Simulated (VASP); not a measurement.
# SrCl2 (Fm-3m) in VASP: a series of runs

SrCl2 is run at these levels: PBE; tasks: single point.

Everything below comes from runs of VASP 6.6.1. Logs are shortened: lines on timing, memory, paths and dates and some standing lists are left out, and cuts for length are marked.

### Step 1. The cell of the first run

Symmetry: Fm-3m, No. 225, cubic system. The conventional cell has a = 6.845 Å, b = 6.845 Å, c = 6.845 Å, α = 90.00°, β = 90.00°, γ = 90.00°. Sr (site symmetry m-3m) has 8 Cl at 2.96 Å within 3.9 Å. Cl (site symmetry -43m) has 4 Sr at 2.96 Å and 6 Cl at 3.42 Å within 3.9 Å.

### Step 2. Single point, PBE (26.73 Å³/atom)

File INCAR:

```
PREC     = Accurate       # precision mode
ENCUT    = 520            # plane-wave cutoff, eV
EDIFF    = 1E-6           # SCF threshold, eV
ISMEAR   = 0              # smearing method
SIGMA    = 0.05           # smearing width, eV
LREAL    = F              # projectors in reciprocal space
LASPH    = T              # aspherical terms in the spheres
NELM     = 80             # most SCF steps
ALGO     = Normal         # electronic algorithm
ISIF     = 2              # what is computed and relaxed
LWAVE    = F              # write WAVECAR
LCHARG   = F              # write CHGCAR
GGA      = PE             # functional
NBANDS   = 19             # bands
```

File KPOINTS:

```
Automatic mesh
0
Gamma
  6 6 6
```

File POSCAR:

```
SrCl2
1.0
    0.0000000000      3.4227425762      3.4227425762
    3.4227425762      0.0000000000      3.4227425762
    3.4227425762      3.4227425762      0.0000000000
Sr Cl
1 2
Direct
    0.0000000000      0.0000000000      0.0000000000
    0.2500000000      0.2500000000      0.2500000000
    0.7500000000      0.7500000000      0.7500000000
```

Potentials or basis: VASP PAW PBE potentials, release 64 (Sr_sv, Cl).

The run is started by

```bash
> cat potpaw_PBE.64/Sr_sv/POTCAR potpaw_PBE.64/Cl/POTCAR > POTCAR
> mpirun -np 1 vasp_std > vasp.out
```

OUTCAR:

```text
PREC = Accurate
   ENCUT = 520
   EDIFF = 1E-6
   ISMEAR = 0
   LREAL = F
   LASPH = T
   NELM = 80
   ISIF = 2
   GGA = PE

 ion  position               nearest neighbor table
   1  0.000  0.000  0.000-   3 2.96   3 2.96   3 2.96   2 2.96   3 2.96   2 2.96   2 2.96   2 2.96

   2  0.250  0.250  0.250-   1 2.96   1 2.96   1 2.96   1 2.96
   3  0.750  0.750  0.750-   1 2.96   1 2.96   1 2.96   1 2.96

  LATTYP: Found a face centered cubic cell.
 ALAT       =     6.8454851524

  Lattice vectors:

 A1 = (   0.0000000000,   3.4227425762,   3.4227425762)
 A2 = (   3.4227425762,   0.0000000000,   3.4227425762)
 A3 = (   3.4227425762,   3.4227425762,   0.0000000000)

Analysis of symmetry for initial positions (statically):
=====================================================================
 Subroutine PRICEL returns:
 Original cell was already a primitive cell.

 Routine SETGRP: Setting up the symmetry group for a
 face centered cubic supercell.

 Subroutine GETGRP returns: Found 48 space group operations
 (whereof 48 operations were pure point group operations)
 out of a pool of 48 trial point group operations.

The static configuration has the point symmetry O_h .

Analysis of symmetry for dynamics (positions and initial velocities):
=====================================================================
 Subroutine PRICEL returns:
 Original cell was already a primitive cell.

 Routine SETGRP: Setting up the symmetry group for a
 face centered cubic supercell.

 Subroutine GETGRP returns: Found 48 space group operations
 (whereof 48 operations were pure point group operations)
 out of a pool of 48 trial point group operations.

The dynamic configuration has the point symmetry O_h .

 Subroutine INISYM returns: Found 48 space group operations
 (whereof 48 operations are pure point group operations),
 and found     1 'primitive' translations

----------------------------------------------------------------------------------------

                                     Primitive cell

  volume of cell :      80.1960

  direct lattice vectors                    reciprocal lattice vectors
     0.000000000  3.422742576  3.422742576    -0.146081684  0.146081684  0.146081684
     3.422742576  0.000000000  3.422742576     0.146081684 -0.146081684  0.146081684
     3.422742576  3.422742576  0.000000000     0.146081684  0.146081684 -0.146081684

  length of vectors
     4.840488972  4.840488972  4.840488972     0.253020899  0.253020899  0.253020899

  position of ions in fractional coordinates (direct lattice)
     0.000000000  0.000000000  0.000000000
     0.250000000  0.250000000  0.250000000
     0.750000000  0.750000000  0.750000000

  ion indices of the primitive-cell ions
   primitive index   ion index
                 1           1
                 2           2
                 3           3

----------------------------------------------------------------------------------------

 KPOINTS: Automatic mesh

Automatic generation of k-mesh.
 Grid dimensions read from file:
 generate k-points for:    6    6    6

 Generating k-lattice:

  Cartesian coordinates                     Fractional coordinates (reciprocal lattice)
    -0.024346947  0.024346947  0.024346947     0.166666667  0.000000000  0.000000000
     0.024346947 -0.024346947  0.024346947     0.000000000  0.166666667  0.000000000
     0.024346947  0.024346947 -0.024346947     0.000000000  0.000000000  0.166666667

  Length of vectors
     0.042170150  0.042170150  0.042170150

  Shift w.r.t. Gamma in fractional coordinates (k-lattice)
     0.000000000  0.000000000  0.000000000

 Subroutine IBZKPT returns following result:
 ===========================================

 Found     16 irreducible k-points:

 Following reciprocal coordinates:
            Coordinates               Weight
  0.000000  0.000000  0.000000      1.000000
  0.166667  0.000000  0.000000      8.000000
  0.333333  0.000000  0.000000      8.000000
  0.500000  0.000000  0.000000      4.000000
  0.166667  0.166667  0.000000      6.000000
  0.333333  0.166667  0.000000     24.000000
[... 8 lines left out ...]
 -0.333333  0.333333  0.166667     24.000000
 -0.333333  0.500000  0.166667     12.000000
   k-points           NKPTS =     16   k-points in BZ     NKDIM =     16   number of bands    NBANDS=     19
   number of dos      NEDOS =    301   number of ions     NIONS =      3
   total plane-waves  NPLWV =  46656
   dimension x,y,z NGX =    36 NGY =   36 NGZ =   36
   dimension x,y,z NGXF=    72 NGYF=   72 NGZF=   72
   ions per type =               1   2
   NGX,Y,Z   is equivalent  to a cutoff of  12.36, 12.36, 12.36 a.u.
   NGXF,Y,Z  is equivalent  to a cutoff of  24.73, 24.73, 24.73 a.u.
 SYSTEM =  unknown system
   PREC   = accura    normal or accurate (medium, high low for compatibility)
   ISTART =      0    job   : 0-new  1-cont  2-samecut
   ICHARG =      2    charge: 1-file 2-atom 10-const
   ISPIN  =      1    spin polarized calculation?
   LNONCOLLINEAR =      F non collinear calculations
   LSORBIT =      F    spin-orbit coupling
   LASPH  =      T    aspherical Exc in radial PAW
   ENCUT  =  520.0 eV  38.22 Ry    6.18 a.u.   9.00  9.00  9.00*2*pi/ulx,y,z
   NELM   =     80;   NELMIN=  2; NELMDL= -5     # of ELM steps
   EDIFF  = 0.1E-05   stopping-criterion for ELM
   LREAL  =      F    real-space projection
   EDIFFG = 0.1E-04   stopping-criterion for IOM
   NSW    =      0    number of steps for IOM
   IBRION =     -1    ionic relax: 0-MD 1-quasi-New 2-CG
   NFREE  =      0    steps in history (QN), initial steepest desc. (CG)
   ISIF   =      2    stress and relaxation
   ISYM   =      2    0-nonsym 1-usesym 2-fastsym
   POTIM  = 0.5000    time-step for ionic-motion
   TEBEG  =    0.0;   TEEND  =   0.0 temperature during run
   PSTRESS=    0.0 pullay stress
   NELECT =      24.0000    total number of electrons
   NUPDOWN=      -1.0000    fix difference up-down
   EMIN   =  10.00;   EMAX   =-10.00  energy-range for DOS
   EFERMI =   0.00;   METHOD = LEGACY
   ISMEAR =     0;   SIGMA  =   0.05  broadening in eV -4-tet -1-fermi 0-gaus
   EFERMI_NEDOS =   21; number of points for ismear=-14 and -15
   IALGO  =     38    algorithm
   IMIX   =      4    mixing-type and parameters
     AMIX     =   0.40;   BMIX     =  1.00
     AMIX_MAG =   1.60;   BMIX_MAG =  1.00
  volume/ion in A,a.u.               =      26.73       180.40
  Fermi-wavevector in a.u.,A,eV,Ry     =   1.095034  2.069315 16.314744  1.199100
  Thomas-Fermi vector in A             =   2.231350
   LORBIT       =      0    0 simple, 1 ext, 2 COOP (PROOUT), +10 PAW based schemes
   GGA     = PE    functional components
   LHFCALC =     F    Hartree Fock is set to
   AEXX    =    0.0000 exact exchange contribution
   IVDW    =     0    specifies the selected vdW correction
   LEPSILON=     F    determine dielectric tensor
   LRPA    =     F    only Hartree local field effects (RPA)
 non-spin polarized calculation
 Gauss-broadening in eV      SIGMA  =   0.05
  energy-cutoff  :      520.00
  volume of cell :       80.20
 maximum number of plane-waves:      2200
   NGX = 17   NGY = 17   NGZ = 17

 number of electron      23.9999998 magnetization

 Free energy of the ion-electron system (eV)
  ---------------------------------------------------
  ext. energy  EPLUGINS =         0.00000000
  ---------------------------------------------------
  free energy    TOTEN  =       -12.71455006 eV

  energy without entropy =      -12.71455006  energy(sigma->0) =      -12.71455006

 E-fermi :   0.7888     XC(G=0):  -8.5312

 val. band max:        0.5404463893   @ k =   0.5000   0.5000   0.0000
 cond. band min:       6.0133897821   @ k =   0.5000   0.5000   0.0000
 fundamental gap:      5.4729433927
 Fermi energy:         0.7887775622

 k-point     1 :       0.0000    0.0000    0.0000
  band No.  band energies     occupation
      1     -32.1659      2.00000
      2     -14.1842      2.00000
      3     -14.1842      2.00000
      4     -14.1842      2.00000
      5     -12.9498      2.00000
      6     -11.9773      2.00000
[... 11 lines left out ...]
     18       9.6698      0.00000
     19      10.1978      0.00000

 k-point     2 :       0.1667    0.0000    0.0000
  band No.  band energies     occupation
      1     -32.1647      2.00000
      2     -14.3204      2.00000
      3     -14.1888      2.00000
      4     -14.1888      2.00000
      5     -12.7446      2.00000
      6     -12.0417      2.00000
[... 11 lines left out ...]
     18       9.4644      0.00000
     19      10.6448      0.00000

 k-point     3 :       0.3333    0.0000    0.0000
  band No.  band energies     occupation
      1     -32.1624      2.00000
      2     -14.5120      2.00000
      3     -14.1980      2.00000
      4     -14.1980      2.00000
      5     -12.5075      2.00000
      6     -12.0645      2.00000
[... 11 lines left out ...]
     18       9.3459      0.00000
     19       9.9306      0.00000

 k-point     4 :       0.5000    0.0000    0.0000
  band No.  band energies     occupation
      1     -32.1613      2.00000
      2     -14.5859      2.00000
      3     -14.2026      2.00000
      4     -14.2026      2.00000
      5     -12.5003      2.00000
      6     -11.9797      2.00000
[... 11 lines left out ...]
     18       9.4205      0.00000
     19       9.7394      0.00000

 k-point     5 :       0.1667    0.1667    0.0000
  band No.  band energies     occupation
      1     -32.1644      2.00000
      2     -14.3528      2.00000
      3     -14.1952      2.00000
      4     -14.1952      2.00000
      5     -12.6698      2.00000
      6     -12.0711      2.00000
[... 11 lines left out ...]
     18       9.4431      0.00000
     19       9.8223      0.00000

 k-point     6 :       0.3333    0.1667    0.0000
  band No.  band energies     occupation
      1     -32.1624      2.00000
      2     -14.4911      2.00000
      3     -14.2281      2.00000
      4     -14.2053      2.00000
      5     -12.4113      2.00000
      6     -12.1415      2.00000
[... 11 lines left out ...]
     18       9.3383      0.00000
     19      10.2298      0.00000

 k-point     7 :       0.5000    0.1667    0.0000
  band No.  band energies     occupation
      1     -32.1609      2.00000
      2     -14.5541      2.00000
      3     -14.2868      2.00000
      4     -14.2090      2.00000
      5     -12.3716      2.00000
      6     -12.0409      2.00000
[... 11 lines left out ...]
     18       9.7018      0.00000
     19       9.9598      0.00000

 k-point     8 :      -0.3333    0.1667    0.0000
  band No.  band energies     occupation
      1     -32.1613      2.00000
      2     -14.5233      2.00000
      3     -14.2967      2.00000
      4     -14.2026      2.00000
      5     -12.3650      2.00000
      6     -12.0796      2.00000
[... 80 lines left out ...]
 k-point    12 :      -0.3333    0.3333    0.0000
  band No.  band energies     occupation
      1     -32.1601      2.00000
      2     -14.4932      2.00000
      3     -14.4250      2.00000
      4     -14.2146      2.00000
      5     -12.2199      2.00000
      6     -12.0941      2.00000
[... 11 lines left out ...]
     18       9.9443      0.00000
     19      10.9426      0.00000

 k-point    13 :       0.5000    0.5000    0.0000
  band No.  band energies     occupation
      1     -32.1597      2.00000
      2     -14.6712      2.00000
      3     -14.2283      2.00000
      4     -14.2283      2.00000
      5     -12.3305      2.00000
      6     -11.9797      2.00000
[... 11 lines left out ...]
     18       9.4794      0.00000
     19      10.7929      0.00000

 k-point    14 :       0.5000    0.3333    0.1667
  band No.  band energies     occupation
      1     -32.1609      2.00000
      2     -14.5340      2.00000
      3     -14.3157      2.00000
      4     -14.2134      2.00000
      5     -12.2064      2.00000
      6     -12.1901      2.00000
[... 11 lines left out ...]
     18       9.5967      0.00000
     19      10.6220      0.00000

 k-point    15 :      -0.3333    0.3333    0.1667
  band No.  band energies     occupation
      1     -32.1601      2.00000
      2     -14.5025      2.00000
      3     -14.4109      2.00000
      4     -14.2196      2.00000
      5     -12.2186      2.00000
      6     -12.0952      2.00000
[... 11 lines left out ...]
     18      10.0605      0.00000
     19      10.6643      0.00000

 k-point    16 :      -0.3333    0.5000    0.1667
  band No.  band energies     occupation
      1     -32.1597      2.00000
      2     -14.5744      2.00000
      3     -14.3556      2.00000
      4     -14.2287      2.00000
      5     -12.2260      2.00000
      6     -12.0532      2.00000
[... 11 lines left out ...]
     18      10.4966      0.00000
     19      10.8558      0.00000

------------------------ aborting loop because EDIFF is reached ----------------------------------------

  FORCE on cell =-STRESS in cart. coord.  units (eV):
  Direction    XX          YY          ZZ          XY          YZ          ZX
  --------------------------------------------------------------------------------------
  -------------------------------------------------------------------------------------
  Total        1.7803483      1.7803483      1.7803483      0.0000000      0.0000000     -0.0000000
  in kB       35.5682796     35.5682796     35.5682796      0.0000000      0.0000000     -0.0000000
  external PRESSURE =      35.5682796 kB  Pullay stress =       0.0000000 kB

 VOLUME and BASIS-vectors are now :
 -----------------------------------------------------------------------------
  energy-cutoff  :      520.00
  volume of cell :       80.20
      direct lattice vectors                 reciprocal lattice vectors
     0.000000000  3.422742576  3.422742576    -0.146081684  0.146081684  0.146081684
     3.422742576  0.000000000  3.422742576     0.146081684 -0.146081684  0.146081684
     3.422742576  3.422742576  0.000000000     0.146081684  0.146081684 -0.146081684

 POSITION                                       TOTAL-FORCE (eV/Angst)
 -----------------------------------------------------------------------------------
      0.00000      0.00000      0.00000         0.000000     -0.000000      0.000000
      1.71137      1.71137      1.71137        -0.000000      0.000000     -0.000000
      5.13411      5.13411      5.13411         0.000000      0.000000      0.000000
 -----------------------------------------------------------------------------------
    total drift:                                0.000000      0.000000      0.000000

  FREE ENERGIE OF THE ION-ELECTRON SYSTEM (eV)
  ---------------------------------------------------
  free  energy   TOTEN  =       -12.7145500616 eV

  energy  without entropy=      -12.7145500616  energy(sigma->0) =      -12.71455006
```

Wall time 25 s (1 thread of Intel Xeon Platinum 8259CL at 2.50GHz (Skylake/Cascade Lake), shared host); peak memory 0.2 GiB.

What came out:

```yaml
Free_energy: -12.7146 eV
Pressure: 3.6 GPa
Band_gap_on_the_k_mesh: 5.47 eV
```

Levels at points of the mesh, in eV from the valence-band top:
| k point | band 10 | band 11 | band 12 | band 13 | band 14 | band 15 |
| --- | --- | --- | --- | --- | --- | --- |
| (0.00, 0.00, 0.00) | -0.36 | -0.36 | -0.36 | 5.56 | 6.07 | 6.07 |
| (0.50, 0.00, 0.00) | -1.42 | -1.12 | -1.12 | 6.75 | 6.75 | 7.70 |
| (0.50, 0.50, 0.00) | -0.45 | -0.45 | 0.00 | 5.47 | 7.19 | 7.74 |

Caveat: the cell stands under pressure. A hybrid or GW would open this gap; PBE tends to underestimate it.

### Step 3. Single point, PBE (27.20 Å³/atom)

This run uses another cell than the first one, of 27.20 Å³/atom.

File INCAR:

```
PREC     = Accurate       # precision mode
ENCUT    = 520            # plane-wave cutoff, eV
EDIFF    = 1E-6           # SCF threshold, eV
ISMEAR   = 0              # smearing method
SIGMA    = 0.05           # smearing width, eV
LREAL    = False          # projectors in reciprocal space
LASPH    = True           # aspherical terms in the spheres
NELM     = 80             # most SCF steps
ALGO     = Normal         # electronic algorithm
ISIF     = 2              # what is computed and relaxed
LWAVE    = False          # write WAVECAR
LCHARG   = False          # write CHGCAR
GGA      = PE             # functional
NBANDS   = 19             # bands
```

KPOINTS is that of step 2.

File POSCAR:

```
SrCl2
1.0
    0.0000000000      3.4424746706      3.4424746706
    3.4424746706      0.0000000000      3.4424746706
    3.4424746706      3.4424746706      0.0000000000
Sr Cl
1 2
Direct
    0.0000000000      0.0000000000      0.0000000000
    0.2500000000      0.2500000000      0.2500000000
    0.7500000000      0.7500000000      0.7500000000
```

Potentials or basis: VASP PAW PBE potentials, release 64 (Sr_sv, Cl).

The run is started by

```bash
> cat potpaw_PBE.64/Sr_sv/POTCAR potpaw_PBE.64/Cl/POTCAR > POTCAR
> mpirun -np 1 vasp_std > vasp.out
```

Run time: 26 s. Hardware: 1 thread of Intel Xeon Platinum 8259CL at 2.50GHz (Skylake/Cascade Lake), shared host; peak memory 0.2 GiB.

Results (log left out):

- Free energy: -12.7424 eV
- Pressure: 2.7 GPa
- Band gap on the k mesh: 5.48 eV

Levels at points of the mesh, in eV from the valence-band top:
| k point | band 10 | band 11 | band 12 | band 13 | band 14 | band 15 |
| --- | --- | --- | --- | --- | --- | --- |
| (0.00, 0.00, 0.00) | -0.35 | -0.35 | -0.35 | 5.49 | 6.08 | 6.08 |
| (0.50, 0.00, 0.00) | -1.39 | -1.10 | -1.10 | 6.74 | 6.74 | 7.65 |
| (0.50, 0.50, 0.00) | -0.44 | -0.44 | 0.00 | 5.48 | 7.15 | 7.70 |
